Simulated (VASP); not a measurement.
## EuS (rocksalt type): electric field gradients with PBE

EuS (rocksalt type):

```
CELL_PARAMETERS angstrom
0.00000 2.92422 2.92422
2.92422 0.00000 2.92422
2.92422 2.92422 0.00000
ATOMIC_POSITIONS crystal
Eu 0.00000 0.00000 0.00000
S 0.50000 0.50000 0.50000
```

```yaml
Program: VASP 6.6.1
Task: electric field gradients
Functional: PBE
Potentials_or_basis: VASP PAW PBE potentials, release 64 (Eu, S)
Cutoff: 520 eV
k_mesh: 10 × 10 × 10
Occupations: fermi-dirac, width 0.08 eV
Spin: collinear spin, ferromagnetic start
Starting_moments: "[7.0, 0.0] μB"
Dipole_correction: no
Further_INCAR_settings: ALGO = Normal; EDIFF = 1e-08; NBANDS = 22
```

```
Pressure                                              : -0.3 GPa
Net moment                                            : 6.94 μB per cell
Site moments                                          : Eu +6.56; S -0.07 μB
Largest electric field gradient by atom               : zero within the noise of the run
Valence electrons inside the program's atomic spheres : Eu 14.76; S 3.76
```

Levels at points of the mesh, in eV from the Fermi level:
Spin up:
```tsv
k point	band 11	band 12	band 13	band 14	band 15	band 16	band 17	band 18	band 19	band 20
(0.00, 0.00, 0.00)	-0.35	-0.35	0.01	0.01	0.01	0.97	0.97	0.97	1.06	1.89
(0.50, 0.00, 0.00)	-0.50	-0.40	-0.40	-0.36	-0.35	3.05	3.33	3.74	3.74	6.88
(0.50, 0.50, 0.00)	-0.44	-0.42	-0.42	-0.37	-0.16	-0.16	3.10	3.48	4.74	4.84
```
Spin down:
```
           k point  band 5  band 6  band 7  band 8  band 9  band 10  band 11  band 12
(0.00, 0.00, 0.00)  -13.65   -2.68   -2.68   -2.68    1.69     1.74     1.74     1.74
(0.50, 0.00, 0.00)  -12.53   -5.35   -3.92   -3.92    2.83     3.96     3.96     4.15
(0.50, 0.50, 0.00)  -13.29   -3.80   -3.02   -3.02   -0.35     3.96     4.14     4.19
```

It took 4.5 min on 1 thread of Intel Xeon 8259CL (shared host), peak memory 0.27 GiB.

Caveat: spin-orbit coupling is left out, which moves the levels of the heavy elements; a cell with one magnetic atom can't hold antiferromagnetic order, which such compounds often take; semilocal functionals describe open f shells poorly, which spoils levels, moments and volumes. With open d or f shells a metallic result of PBE can be an artefact of self-interaction; +U or a hybrid may open a gap.
